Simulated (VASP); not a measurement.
A run of VASP 6.6.1 is set up as follows.

The input INCAR:

```
SYSTEM = CuI
ALGO = Normal ; EDIFF = 1E-7
ENCUT = 520 ; GGA = PE
GGA_COMPAT = .FALSE. ; ISIF = 2
ISMEAR = -1 ; LASPH = .TRUE.
LCHARG = .TRUE. ; LMAXMIX = 4
LORBIT = 11 ; LORBMOM = .TRUE.
LREAL = .FALSE. ; LSORBIT = .TRUE.
LVHAR = .TRUE. ; LWAVE = .FALSE.
MAGMOM = 0 0 0 0 0 0 ; NBANDS = 30
NELM = 150 ; PREC = Accurate
SIGMA = 0.05
```

The input KPOINTS:

```
k-points
0
G
  12 12 12
  0 0 0
```

Contents of POSCAR:

```
CuI
1.0
    0.0000000000      3.0412154604      3.0412154604
    3.0412154604      0.0000000000      3.0412154604
    3.0412154604      3.0412154604      0.0000000000
Cu I
1 1
Direct
    0.2500000000      0.2500000000      0.2500000000
    0.0000000000      0.0000000000      0.0000000000
```

Potentials or basis: VASP PAW PBE potentials, release 64 (Cu, I).

Launch:

```console
$ cat potpaw_PBE.64/Cu/POTCAR potpaw_PBE.64/I/POTCAR > POTCAR
$ mpirun -np 1 vasp_ncl > vasp.out
```

**Question.** Predict the pressure.

**Answer.** 0.0 GPa.

**Question.** Estimate the net moment.

**Answer.** 0.00 μB per cell.

Moments on the atoms (μB; x, y, z):
```
Cu  0.00 0.00 0.00
I   0.00 0.00 0.00
```
